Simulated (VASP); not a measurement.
# Si3Ge (Fm-3m) in VASP: notebook, part 2 of 2

VASP 6.6.1. The steps go on from the part before.

### 3 Single point, PBE

This run uses another cell than the first one, of 17.10 Å³/atom, 1.071 times its volume.

INCAR reads:

```
SYSTEM = Si3Ge
PREC = Accurate
ENCUT = 520
EDIFF = 1E-6
ISMEAR = 0
SIGMA = 0.1
LREAL = .FALSE.
LASPH = .TRUE.
NELM = 60
ALGO = Normal
ISIF = 2
LWAVE = .FALSE.
LCHARG = .TRUE.
GGA = PE
LELF = .TRUE.
LVHAR = .TRUE.
NBANDS = 21
```

KPOINTS reads:

```
regular mesh
0
G
  4 4 4
  0 0 0
```

POSCAR reads:

```
Si3Ge
1.0
    0.0000000000      3.2458897700      3.2458897700
    3.2458897700      0.0000000000      3.2458897700
    3.2458897700      3.2458897700      0.0000000000
Si Ge
3 1
Direct
    0.7500000000      0.7500000000      0.7500000000
    0.2500000000      0.2500000000      0.2500000000
    0.5000000000      0.5000000000      0.5000000000
    0.0000000000      0.0000000000      0.0000000000
```

Potentials or basis: VASP PAW PBE potentials, release 64 (Si, Ge_d).

Run with:

```sh
> cat potpaw_PBE.64/Si/POTCAR potpaw_PBE.64/Ge_d/POTCAR > POTCAR
> mpirun -np 1 vasp_std > vasp.out
```

OUTCAR:

```text
SYSTEM = Si3Ge
   PREC = Accurate
   ENCUT = 520
   EDIFF = 1E-6
   ISMEAR = 0
   LREAL = .FALSE.
   LASPH = .TRUE.
   NELM = 60
   ISIF = 2
   GGA = PE

 ion  position               nearest neighbor table
   1  0.750  0.750  0.750-   3 2.81   3 2.81   3 2.81   3 2.81   4 2.81   4 2.81   4 2.81   4 2.81

   2  0.250  0.250  0.250-   4 2.81   4 2.81   4 2.81   3 2.81   4 2.81   3 2.81   3 2.81   3 2.81

   3  0.500  0.500  0.500-   2 2.81   2 2.81   2 2.81   1 2.81   2 2.81   1 2.81   1 2.81   1 2.81

   4  0.000  0.000  0.000-   1 2.81   1 2.81   1 2.81   1 2.81   2 2.81   2 2.81   2 2.81   2 2.81

  LATTYP: Found a face centered cubic cell.
 ALAT       =     6.4917795400

  Lattice vectors:

 A1 = (   0.0000000000,   3.2458897700,   3.2458897700)
 A2 = (   3.2458897700,   0.0000000000,   3.2458897700)
 A3 = (   3.2458897700,   3.2458897700,   0.0000000000)

Analysis of symmetry for initial positions (statically):
=====================================================================
 Subroutine PRICEL returns:
 Original cell was already a primitive cell.

[... 156 lines left out ...]

 E-fermi :   7.7808     XC(G=0): -10.8499

 val. band max:        7.7423292340   @ k =   0.5000   0.2500   0.0000
 cond. band min:       7.9848793261   @ k =   0.2500   0.0000   0.0000
 fundamental gap:      0.2425500921
 Fermi energy:         7.7808482758

 k-point     1 :       0.0000    0.0000    0.0000
  band No.  band energies     occupation
      1     -16.7197      2.00000
      2     -16.7197      2.00000
      3     -16.7197      2.00000
      4     -16.7088      2.00000
      5     -16.7088      2.00000
      6      -5.2175      2.00000
[... 181 lines left out ...]
     20      13.5236      0.00000
     21      13.7553      0.00000

------------------------ aborting loop because EDIFF is reached ----------------------------------------

  FORCE on cell =-STRESS in cart. coord.  units (eV):
  Direction    XX          YY          ZZ          XY          YZ          ZX
  --------------------------------------------------------------------------------------
  -------------------------------------------------------------------------------------
  Total       -2.0544376     -2.0544376     -2.0544376     -0.0000000     -0.0000000     -0.0000000
  in kB      -48.1251671    -48.1251671    -48.1251671     -0.0000000     -0.0000000     -0.0000000
  external PRESSURE =     -48.1251671 kB  Pullay stress =       0.0000000 kB

 VOLUME and BASIS-vectors are now :
 -----------------------------------------------------------------------------
  energy-cutoff  :      520.00
  volume of cell :       68.40
      direct lattice vectors                 reciprocal lattice vectors
     0.000000000  3.245889770  3.245889770    -0.154040967  0.154040967  0.154040967
     3.245889770  0.000000000  3.245889770     0.154040967 -0.154040967  0.154040967
     3.245889770  3.245889770  0.000000000     0.154040967  0.154040967 -0.154040967

 POSITION                                       TOTAL-FORCE (eV/Angst)
 -----------------------------------------------------------------------------------
      4.86883      4.86883      4.86883         0.000000      0.000000      0.000000
      1.62294      1.62294      1.62294        -0.000000     -0.000000     -0.000000
      3.24589      3.24589      3.24589         0.000000     -0.000000      0.000000
      0.00000      0.00000      0.00000         0.000000      0.000000      0.000000
 -----------------------------------------------------------------------------------
    total drift:                               -0.000000      0.000000      0.000000

  FREE ENERGIE OF THE ION-ELECTRON SYSTEM (eV)
  ---------------------------------------------------
  free  energy   TOTEN  =       -18.6821533309 eV

  energy  without entropy=      -18.6636931849  energy(sigma->0) =      -18.67292326
```

OSZICAR:

```text
N       E                     dE             d eps       ncg     rms          rms(c)
DAV:   1     0.149680371987E+03    0.14968E+03   -0.11988E+04   419   0.203E+03
DAV:   2     0.218320812087E+01   -0.14750E+03   -0.14111E+03   369   0.586E+02
DAV:   3    -0.180939438617E+02   -0.20277E+02   -0.19990E+02   414   0.101E+02
DAV:   4    -0.187311623612E+02   -0.63722E+00   -0.63653E+00   376   0.180E+01
DAV:   5    -0.187446151371E+02   -0.13453E-01   -0.13451E-01   439   0.305E+00    0.357E+00
DAV:   6    -0.187015049732E+02    0.43110E-01   -0.39886E-02   428   0.234E+00    0.198E+00
DAV:   7    -0.186826164378E+02    0.18889E-01   -0.32650E-02   455   0.138E+00    0.169E-01
DAV:   8    -0.186821481060E+02    0.46833E-03   -0.23779E-03   426   0.592E-01    0.110E-01
DAV:   9    -0.186821517996E+02   -0.36936E-05   -0.16488E-04   386   0.904E-02    0.429E-02
DAV:  10    -0.186821538108E+02   -0.20112E-05   -0.85148E-06   404   0.175E-02    0.659E-03
DAV:  11    -0.186821533309E+02    0.47986E-06   -0.51656E-07   228   0.575E-03
   1 F= -.18682153E+02 E0= -.18672923E+02  d E =-.184601E-01
```

stdout:

```text
POSCAR found type information on POSCAR SiGe
 POSCAR found :  2 types and       4 ions
 scaLAPACK will be used
 LDA part: xc-table for (Slater+PW92), standard interpolation
 POSCAR, INCAR and KPOINTS ok, starting setup
 FFT: planning ... GRIDC
 FFT: planning ... GRID_SOFT
 FFT: planning ... GRID
 WAVECAR not read
 entering main loop
```

Run time: 6 s. Hardware: 1 thread of Intel Xeon 6975P-C (Granite Rapids), shared host; peak memory 0.19 GiB.

What came out:

```
Free energy            : -18.6822 eV
Pressure               : -4.8 GPa
Band gap on the k mesh : zero (band 13 reaches 10.67 eV, above the bottom of band 14 at 5.76 eV)
```

Caveat: the k points lie up to 0.42 Å⁻¹ apart.

### 4 Single point, PBE

This run uses another cell than the first one, of 16.16 Å³/atom, 1.012 times its volume.

INCAR reads:

```
SYSTEM = Si3Ge
  ALGO = Normal
  EDIFF = 1E-6
  ENCUT = 520
  GGA = PE
  ISIF = 2
  ISMEAR = 0
  LASPH = .TRUE.
  LCHARG = .FALSE.
  LREAL = .FALSE.
  LWAVE = .FALSE.
  NBANDS = 21
  NELM = 100
  PREC = Accurate
  SIGMA = 0.1
```

KPOINTS reads:

```
k-points
0
G
  6 6 6
  0 0 0
```

POSCAR reads:

```
Si3Ge
1.0
    0.0000000000      3.1853913444      3.1853913444
    3.1853913444      0.0000000000      3.1853913444
    3.1853913444      3.1853913444      0.0000000000
Si Ge
3 1
Direct
    0.7500000000      0.7500000000      0.7500000000
    0.2500000000      0.2500000000      0.2500000000
    0.5000000000      0.5000000000      0.5000000000
    0.0000000000      0.0000000000      0.0000000000
```

Run with:

```sh
> cat potpaw_PBE.64/Si/POTCAR potpaw_PBE.64/Ge_d/POTCAR > POTCAR
> mpirun -np 1 vasp_std > vasp.out
```

It took 8.5 s on 1 thread of Intel Xeon 6975P-C (Granite Rapids), shared host; peak memory 0.2 GiB.

The run converged. Its results:

```yaml
Free_energy: -18.6128 eV
Pressure: -0.1 GPa
Band_gap_on_the_k_mesh: zero (band 13 reaches 11.44 eV, above the bottom of band 14 at 6.25 eV)
```

Levels at points of the mesh, in eV from the Fermi level:
```tsv
k point	band 11	band 12	band 13	band 14	band 15	band 16
(0.00, 0.00, 0.00)	-2.33	-2.17	-2.17	-2.17	-0.29	-0.29
(0.50, 0.00, 0.00)	-3.25	-3.12	-3.12	2.18	2.42	3.55
(0.50, 0.50, 0.00)	-5.79	3.02	3.02	3.08	3.08	4.04
```

### 5 Relaxation of cell and atoms, PBE

This run uses another cell than the first one, of 17.10 Å³/atom, 1.071 times its volume.

INCAR reads:

```
SYSTEM = Si3Ge
  PREC = Accurate
  ENCUT = 600
  EDIFF = 1E-7
  ISMEAR = 0
  SIGMA = 0.1
  LREAL = .False.
  LASPH = .True.
  NELM = 80
  ALGO = Normal
  ISIF = 3
  LWAVE = .False.
  LCHARG = .False.
  GGA = PE
  IBRION = 2
  NSW = 90
  EDIFFG = -0.04
```

KPOINTS reads:

```
Automatic mesh
0
Gamma
  4 4 4
  0 0 0
```

POSCAR reads:

```
Si3Ge
1.0
    0.0000000000      3.2458897700      3.2458897700
    3.2458897700      0.0000000000      3.2458897700
    3.2458897700      3.2458897700      0.0000000000
Si Ge
3 1
Direct
    0.7500000000      0.7500000000      0.7500000000
    0.2500000000      0.2500000000      0.2500000000
    0.5000000000      0.5000000000      0.5000000000
    0.0000000000      0.0000000000      0.0000000000
```

Run with:

```sh
> cat potpaw_PBE.64/Si/POTCAR potpaw_PBE.64/Ge_d/POTCAR > POTCAR
> mpirun -np 1 vasp_std > vasp.out
```

Run time: 18 s. Hardware: 1 thread of Intel Xeon 6975P-C (Granite Rapids), shared host; peak memory 0.24 GiB.

The run converged. Its results:

| Item | Value |
| --- | --- |
| Free energy | -18.7415 eV |
| Relaxed volume | 15.98 Å³/atom |
| Relaxed cell | a = 4.488 Å, b = 4.488 Å, c = 4.488 Å, α = 60.00°, β = 60.00°, γ = 60.00° |
| Space group after relaxing (to 0.05 Å) | Fm-3m (No. 225) |
| Energy gained by relaxing | 17.1 meV/atom |
| Ionic steps | 3 |
| Pressure after relaxing | -0.1 GPa |
| Band gap on the k mesh | zero (band 13 reaches 11.59 eV, above the bottom of band 14 at 6.35 eV) |

The path:
| step | energy change (eV) | largest force (eV/Å) | pressure (GPa) | volume (Å³) |
| --- | --- | --- | --- | --- |
| 1 | 0.0000 | 0.0000 | -4.82 | 68.40 |
| 2 | -0.0676 | 0.0000 | 0.56 | 63.43 |
| 3 | -0.0682 | 0.0000 | -0.14 | 63.92 |

Final structure:
```yaml
crystal:
  lattice:
    - [0.00000, 3.17343, 3.17343]
    - [3.17343, 0.00000, 3.17343]
    - [3.17343, 3.17343, 0.00000]
  atoms:
    - { symbol: Si, position: [0.75000, 0.75000, 0.75000] }
    - { symbol: Si, position: [0.25000, 0.25000, 0.25000] }
    - { symbol: Si, position: [0.50000, 0.50000, 0.50000] }
    - { symbol: Ge, position: [0.00000, 0.00000, 0.00000] }
```

Levels at points of the mesh, in eV from the Fermi level:
```tsv
k point	band 10	band 11	band 12	band 13	band 14	band 15	band 16	band 17
(0.00, 0.00, 0.00)	-2.32	-2.32	-2.15	-2.15	-2.15	-0.24	-0.24	0.18
(0.50, 0.00, 0.00)	-3.24	-3.24	-3.12	-3.12	2.29	2.52	3.60	3.60
(0.50, 0.50, 0.00)	-5.80	-5.80	3.08	3.08	3.16	3.16	4.17	4.49
```

Caveat: the k points lie up to 0.43 Å⁻¹ apart in the final cell.

### 6 Summary

| task | cell | k mesh | cutoff (eV) | gap on the mesh (eV) | pressure (GPa) |
| --- | --- | --- | --- | --- | --- |
| single point | a = 4.487 Å, angles 60.0°, 4 atoms | 4 × 4 × 4 | 520 | none | 0.0 |
| single point | a = 4.590 Å, angles 60.0°, 4 atoms | 4 × 4 × 4 | 520 | none | -4.8 |
| single point | a = 4.505 Å, angles 60.0°, 4 atoms | 6 × 6 × 6 | 520 | none | -0.1 |
| relaxation of cell and atoms | relaxed from a = 4.590 Å, angles 60.0°, 4 atoms | 4 × 4 × 4 | 600 | none | -0.1 |

Alike in all rows: level PBE; potentials or basis VASP PAW PBE potentials, release 64 (Si, Ge_d); no spin polarisation; smearing gaussian 0.1 eV.

Caveats: some runs use coarse meshes.

Absolute energies hang on the potentials; compare differences alone.
